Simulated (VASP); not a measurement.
P2W, 6 atoms in the cell. Symmetry: Cmc2_1, No. 36, orthorhombic system. The conventional cell has a = 3.150 Å, b = 11.133 Å, c = 4.954 Å, α = 90.00°, β = 90.00°, γ = 90.00°. P (site symmetry m) has 8 P at 2.16 to 3.17 Å and 4 W at 2.47 to 2.48 Å within 3.2 Å. Within 2.9 Å of P (site symmetry m) lie 1 P at 2.16 Å and 3 W at 2.48 Å. W (site symmetry m) has 7 P at 2.47 to 2.48 Å and 4 W at 3.15 to 3.23 Å within 3.3 Å. 

```yaml
Program: VASP 6.6.1
Task: relaxation of cell and atoms
Functional: PBEsol
Potentials_or_basis: VASP PAW PBE potentials, release 64 (P, W_sv)
Cutoff: 500 eV
k_mesh: 12 × 12 × 8
Occupations: fermi-dirac, width 0.15 eV
Spin: no spin polarisation
Dipole_correction: no
Further_INCAR_settings: ALGO = Normal; EDIFF = 1e-07; IBRION = 2; EDIFFG = -0.001; NSW = 80; ISIF = 3
```

Potentials or basis: VASP PAW PBE potentials, release 64 (P, W_sv).

Command:

```console
$ cat potpaw_PBE.64/P/POTCAR potpaw_PBE.64/W_sv/POTCAR > POTCAR
$ mpirun -np 1 vasp_std > vasp.out
```

Hardware: 1 thread of Intel Xeon 8259CL, on a shared host.

Question: How long does it take, and how much memory?

Answer: It took 67 min on 1 thread of Intel Xeon 8259CL, on a shared host, peak memory 0.55 GiB. Counts: scf iterations 72, k points 215, ion steps 11.
